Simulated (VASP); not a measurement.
# Ge5As (R-3m) in VASP: single point with PBE

Aim: the single point of Ge5As with PBE.

Program: VASP 6.6.1. These are calculated values, not measurements. Logs are shortened: lines on timing, memory, paths and dates and some standing lists are left out, and cuts for length are marked.

### 1 The cell of the first run

The structure is trigonal, space group R-3m (No. 166). Conventional cell: a = 6.448 Å, b = 6.448 Å, c = 11.614 Å, α = 90.00°, β = 90.00°, γ = 120.00°. Ge (site symmetry 3m) has 3 Ge at 1.87 Å and 1 As at 2.10 Å within 2.5 Å. Ge (site symmetry 2/m) has 2 Ge at 1.87 Å within 2.5 Å. Within 2.8 Å of As (site symmetry -3m) lie 8 Ge at 2.10 to 2.69 Å.

The cell was generated, and may not be a known phase.

### 2 Single point, PBE

Input file INCAR:

```
  PREC = Accurate
  ENCUT = 550
  EDIFF = 1E-6
  ISMEAR = 0
  SIGMA = 0.1
  LREAL = F
  LASPH = T
  NELM = 120
  ALGO = Normal
  ISIF = 2
  LWAVE = F
  LCHARG = F
  GGA = PE
  NBANDS = 52
  GGA_COMPAT = F
```

Input file KPOINTS:

```
Automatic mesh
0
Gamma
  3 3 3
```

Input file POSCAR:

```
Ge5As
1.0
    3.2238599400      1.8612964000      3.8712807000
   -3.2238599400      1.8612964000      3.8712807000
    0.0000000000     -3.7225928000      3.8712807000
Ge As
5 1
Direct
    0.1810759000      0.1810759000      0.1810759000
    0.8189241000      0.8189241000      0.8189241000
    0.0000000000      0.0000000000      0.5000000000
    0.5000000000      0.0000000000      0.0000000000
    0.0000000000      0.5000000000      0.0000000000
    0.0000000000      0.0000000000      0.0000000000
```

Potentials or basis: VASP PAW PBE potentials, release 64 (Ge_d, As_d).

Command:

```sh
$ cat potpaw_PBE.64/Ge_d/POTCAR potpaw_PBE.64/As_d/POTCAR > POTCAR
$ mpirun -np 1 vasp_std > vasp.out
```

OUTCAR:

```text
PREC = Accurate
   ENCUT = 550
   EDIFF = 1E-6
   ISMEAR = 0
   LREAL = F
   LASPH = T
   NELM = 120
   ISIF = 2
   GGA = PE

 ion  position               nearest neighbor table
   1  0.181  0.181  0.181-   3 1.87   4 1.87   5 1.87   6 2.10
   2  0.819  0.819  0.819-   3 1.87   4 1.87   5 1.87   6 2.10
   3  0.000  0.000  0.500-   1 1.87   2 1.87   6 2.69   6 2.69
   4  0.500  0.000  0.000-   1 1.87   2 1.87   6 2.69   6 2.69
   5  0.000  0.500  0.000-   1 1.87   2 1.87   6 2.69   6 2.69
   6  0.000  0.000  0.000-   1 2.10   2 2.10   3 2.69   3 2.69   5 2.69   4 2.69   5 2.69   4 2.69

  LATTYP: Found a trigonal (rhomboedric) cell.
 ALAT       =     5.3707086553
 COS(alpha) =     0.2793587142

  Lattice vectors:

 A1 = (   3.2238599400,   1.8612964000,   3.8712807000)
 A2 = (  -3.2238599400,   1.8612964000,   3.8712807000)
 A3 = (   0.0000000000,  -3.7225928000,   3.8712807000)

Analysis of symmetry for initial positions (statically):
=====================================================================
 Subroutine PRICEL returns:
 Original cell was already a primitive cell.

 Routine SETGRP: Setting up the symmetry group for a
 trigonal (rhombohedral) supercell.

 Subroutine GETGRP returns: Found 12 space group operations
 (whereof 12 operations were pure point group operations)
 out of a pool of 12 trial point group operations.

The static configuration has the point symmetry D_3d.

Analysis of symmetry for dynamics (positions and initial velocities):
=====================================================================
 Subroutine PRICEL returns:
 Original cell was already a primitive cell.

 Routine SETGRP: Setting up the symmetry group for a
 trigonal (rhombohedral) supercell.

 Subroutine GETGRP returns: Found 12 space group operations
 (whereof 12 operations were pure point group operations)
 out of a pool of 12 trial point group operations.

The dynamic configuration has the point symmetry D_3d.

 Subroutine INISYM returns: Found 12 space group operations
 (whereof 12 operations are pure point group operations),
 and found     1 'primitive' translations

----------------------------------------------------------------------------------------

                                     Primitive cell

  volume of cell :     139.3791

  direct lattice vectors                    reciprocal lattice vectors
     3.223859940  1.861296400  3.871280700     0.155093586  0.089543324  0.086104150
    -3.223859940  1.861296400  3.871280700    -0.155093586  0.089543324  0.086104150
     0.000000000 -3.722592800  3.871280700     0.000000000 -0.179086648  0.086104150

  length of vectors
     5.370708655  5.370708655  5.370708651     0.198710724  0.198710724  0.198710725

  position of ions in fractional coordinates (direct lattice)
     0.181075900  0.181075900  0.181075900
     0.818924100  0.818924100  0.818924100
     0.000000000  0.000000000  0.500000000
     0.500000000  1.000000000  0.000000000
     1.000000000  0.500000000  0.000000000
     0.000000000  0.000000000  0.000000000

  ion indices of the primitive-cell ions
   primitive index   ion index
                 1           1
                 2           2
                 3           3
                 4           4
                 5           5
                 6           6

----------------------------------------------------------------------------------------

 KPOINTS: Automatic mesh

Automatic generation of k-mesh.
 Grid dimensions read from file:
 generate k-points for:    3    3    3

 Generating k-lattice:

  Cartesian coordinates                     Fractional coordinates (reciprocal lattice)
     0.051697862  0.029847775  0.028701383     0.333333333 -0.000000000  0.000000000
    -0.051697862  0.029847775  0.028701383    -0.000000000  0.333333333  0.000000000
     0.000000000 -0.059695549  0.028701383     0.000000000  0.000000000  0.333333333

  Length of vectors
     0.066236908  0.066236908  0.066236908

  Shift w.r.t. Gamma in fractional coordinates (k-lattice)
     0.000000000  0.000000000  0.000000000

 Subroutine IBZKPT returns following result:
 ===========================================

 Found      6 irreducible k-points:

 Following reciprocal coordinates:
            Coordinates               Weight
  0.000000  0.000000  0.000000      1.000000
  0.333333 -0.000000  0.000000      6.000000
  0.333333  0.333333  0.000000      6.000000
 -0.333333  0.333333  0.000000      6.000000
  0.333333  0.333333  0.333333      2.000000
 -0.333333  0.333333  0.333333      6.000000
   k-points           NKPTS =      6   k-points in BZ     NKDIM =      6   number of bands    NBANDS=     52
   number of dos      NEDOS =    301   number of ions     NIONS =      6
   total plane-waves  NPLWV =  74088
   dimension x,y,z NGX =    42 NGY =   42 NGZ =   42
   dimension x,y,z NGXF=    84 NGYF=   84 NGZF=   84
   ions per type =               5   1
   NGX,Y,Z   is equivalent  to a cutoff of  13.00, 13.00, 13.00 a.u.
   NGXF,Y,Z  is equivalent  to a cutoff of  26.00, 26.00, 26.00 a.u.
 SYSTEM =  unknown system
   PREC   = accura    normal or accurate (medium, high low for compatibility)
   ISTART =      0    job   : 0-new  1-cont  2-samecut
   ICHARG =      2    charge: 1-file 2-atom 10-const
   ISPIN  =      1    spin polarized calculation?
   LNONCOLLINEAR =      F non collinear calculations
   LSORBIT =      F    spin-orbit coupling
   LASPH  =      T    aspherical Exc in radial PAW
   ENCUT  =  550.0 eV  40.42 Ry    6.36 a.u.  10.27 10.27 10.27*2*pi/ulx,y,z
   NELM   =    120;   NELMIN=  2; NELMDL= -5     # of ELM steps
   EDIFF  = 0.1E-05   stopping-criterion for ELM
   LREAL  =      F    real-space projection
   EDIFFG = 0.1E-04   stopping-criterion for IOM
   NSW    =      0    number of steps for IOM
   IBRION =     -1    ionic relax: 0-MD 1-quasi-New 2-CG
   NFREE  =      0    steps in history (QN), initial steepest desc. (CG)
   ISIF   =      2    stress and relaxation
   ISYM   =      2    0-nonsym 1-usesym 2-fastsym
   POTIM  = 0.5000    time-step for ionic-motion
   TEBEG  =    0.0;   TEEND  =   0.0 temperature during run
   PSTRESS=    0.0 pullay stress
   NELECT =      85.0000    total number of electrons
   NUPDOWN=      -1.0000    fix difference up-down
   EMIN   =  10.00;   EMAX   =-10.00  energy-range for DOS
   EFERMI =   0.00;   METHOD = LEGACY
   ISMEAR =     0;   SIGMA  =   0.10  broadening in eV -4-tet -1-fermi 0-gaus
   EFERMI_NEDOS =   21; number of points for ismear=-14 and -15
   IALGO  =     38    algorithm
   IMIX   =      4    mixing-type and parameters
     AMIX     =   0.40;   BMIX     =  1.00
     AMIX_MAG =   1.60;   BMIX_MAG =  1.00
  volume/ion in A,a.u.               =      23.23       156.76
  Fermi-wavevector in a.u.,A,eV,Ry     =   1.388296  2.623498 26.223387  1.927365
  Thomas-Fermi vector in A             =   2.512435
   LORBIT       =      0    0 simple, 1 ext, 2 COOP (PROOUT), +10 PAW based schemes
   GGA     = PE    functional components
   LHFCALC =     F    Hartree Fock is set to
   AEXX    =    0.0000 exact exchange contribution
   IVDW    =     0    specifies the selected vdW correction
   LEPSILON=     F    determine dielectric tensor
   LRPA    =     F    only Hartree local field effects (RPA)
 non-spin polarized calculation
 Gauss-broadening in eV      SIGMA  =   0.10
  energy-cutoff  :      550.00
  volume of cell :      139.38
 maximum number of plane-waves:      4091
 NGX is ok and might be reduce to    42
   NGX = 21   NGY = 21   NGZ = 21

 number of electron      84.9999955 magnetization

 Free energy of the ion-electron system (eV)
  ---------------------------------------------------
  ext. energy  EPLUGINS =         0.00000000
  ---------------------------------------------------
  free energy    TOTEN  =        -0.71966267 eV

  energy without entropy =       -0.69157951  energy(sigma->0) =       -0.70562109

 E-fermi :   4.5163     XC(G=0):  -9.2307

 val. band max:        4.4680351230   @ k =   0.3333   0.3333   0.3333
 cond. band min:       4.5364520986   @ k =   0.3333   0.3333   0.0000
 fundamental gap:      0.0684169756
 Fermi energy:         4.5163347111

 k-point     1 :       0.0000    0.0000    0.0000
  band No.  band energies     occupation
      1     -32.8423      2.00000
      2     -32.7025      2.00000
      3     -32.7025      2.00000
      4     -32.5167      2.00000
      5     -32.5167      2.00000
      6     -23.2169      2.00000
[... 44 lines left out ...]
     51       9.7457      0.00000
     52       9.7550      0.00000

 k-point     2 :       0.3333   -0.0000    0.0000
  band No.  band energies     occupation
      1     -32.8422      2.00000
      2     -32.7025      2.00000
      3     -32.7022      2.00000
      4     -32.5167      2.00000
      5     -32.5166      2.00000
      6     -23.1776      2.00000
[... 44 lines left out ...]
     51       9.7923      0.00000
     52      10.4817      0.00000

 k-point     3 :       0.3333    0.3333    0.0000
  band No.  band energies     occupation
      1     -32.8421      2.00000
      2     -32.7024      2.00000
      3     -32.7021      2.00000
      4     -32.5167      2.00000
      5     -32.5166      2.00000
      6     -23.1782      2.00000
[... 44 lines left out ...]
     51      10.2989      0.00000
     52      10.4182      0.00000

 k-point     4 :      -0.3333    0.3333    0.0000
  band No.  band energies     occupation
      1     -32.8421      2.00000
      2     -32.7024      2.00000
      3     -32.7021      2.00000
      4     -32.5167      2.00000
      5     -32.5166      2.00000
      6     -23.1364      2.00000
[... 44 lines left out ...]
     51       9.6658      0.00000
     52      10.9516      0.00000

 k-point     5 :       0.3333    0.3333    0.3333
  band No.  band energies     occupation
      1     -32.8420      2.00000
      2     -32.7021      2.00000
      3     -32.7021      2.00000
      4     -32.5166      2.00000
      5     -32.5166      2.00000
      6     -23.2173      2.00000
[... 44 lines left out ...]
     51       9.5236      0.00000
     52      11.0146      0.00000

 k-point     6 :      -0.3333    0.3333    0.3333
  band No.  band energies     occupation
      1     -32.8420      2.00000
      2     -32.7021      2.00000
      3     -32.7021      2.00000
      4     -32.5166      2.00000
      5     -32.5166      2.00000
      6     -23.1781      2.00000
[... 44 lines left out ...]
     51      10.6555      0.00000
     52      11.3432      0.00000

------------------------ aborting loop because EDIFF is reached ----------------------------------------

  FORCE on cell =-STRESS in cart. coord.  units (eV):
  Direction    XX          YY          ZZ          XY          YZ          ZX
  --------------------------------------------------------------------------------------
  -------------------------------------------------------------------------------------
  Total       86.8526207     86.8526203     35.0912311      0.0000000      0.0000000     -0.0000000
  in kB      998.3800497    998.3800452    403.3774078      0.0000000      0.0000000     -0.0000000
  external PRESSURE =     800.0458342 kB  Pullay stress =       0.0000000 kB

 VOLUME and BASIS-vectors are now :
 -----------------------------------------------------------------------------
  energy-cutoff  :      550.00
  volume of cell :      139.38
      direct lattice vectors                 reciprocal lattice vectors
     3.223859940  1.861296400  3.871280700     0.155093586  0.089543324  0.086104150
    -3.223859940  1.861296400  3.871280700    -0.155093586  0.089543324  0.086104150
     0.000000000 -3.722592800  3.871280700     0.000000000 -0.179086648  0.086104150

 POSITION                                       TOTAL-FORCE (eV/Angst)
 -----------------------------------------------------------------------------------
      0.00000      0.00000      2.10299         0.000000     -0.000000     11.509301
      0.00000      0.00000      9.51086         0.000000      0.000000    -11.509301
      0.00000     -1.86130      1.93564        -0.000000     -0.000000     -0.000000
      1.61193      0.93065      1.93564         0.000000     -0.000000     -0.000000
     -1.61193      0.93065      1.93564         0.000000     -0.000000      0.000000
      0.00000      0.00000      0.00000         0.000000     -0.000000      0.000000
 -----------------------------------------------------------------------------------
    total drift:                               -0.000000      0.000000      0.000000

  FREE ENERGIE OF THE ION-ELECTRON SYSTEM (eV)
  ---------------------------------------------------
  free  energy   TOTEN  =        -0.7196626664 eV

  energy  without entropy=       -0.6915795052  energy(sigma->0) =       -0.70562109
```

Run time: 57 s. Hardware: 1 thread of Intel Xeon Platinum 8259CL at 2.50GHz (Skylake/Cascade Lake), shared host; peak memory 0.26 GiB.

Results:

```
Free energy            : -0.7197 eV
Pressure               : 80.0 GPa
Largest force          : 11.509 eV/Å
Band gap on the k mesh : zero (an odd number of electrons rules out a gap without spin polarisation)
```

Forces on the atoms (eV/Å):
```
Ge    0.000   0.000  11.509
Ge    0.000   0.000 -11.509
Ge    0.000   0.000   0.000
Ge    0.000   0.000   0.000
Ge    0.000   0.000   0.000
As    0.000   0.000   0.000
```

Levels at points of the mesh, in eV from the Fermi level:
```
           k point  band 38  band 39  band 40  band 41  band 42  band 43  band 44  band 45  band 46  band 47
(0.00, 0.00, 0.00)    -6.61    -3.69    -3.69    -0.82     0.11     0.11     0.66     2.32     3.25     3.25
```

Caveat: the k points lie up to 0.42 Å⁻¹ apart, too coarse for converged energies and pressures of a metal; an odd number of electrons without spin polarisation forces a metal; a magnetic or distorted state may lie lower.

The gap in the log of VASP goes by the Fermi energy; the results here count the filled bands.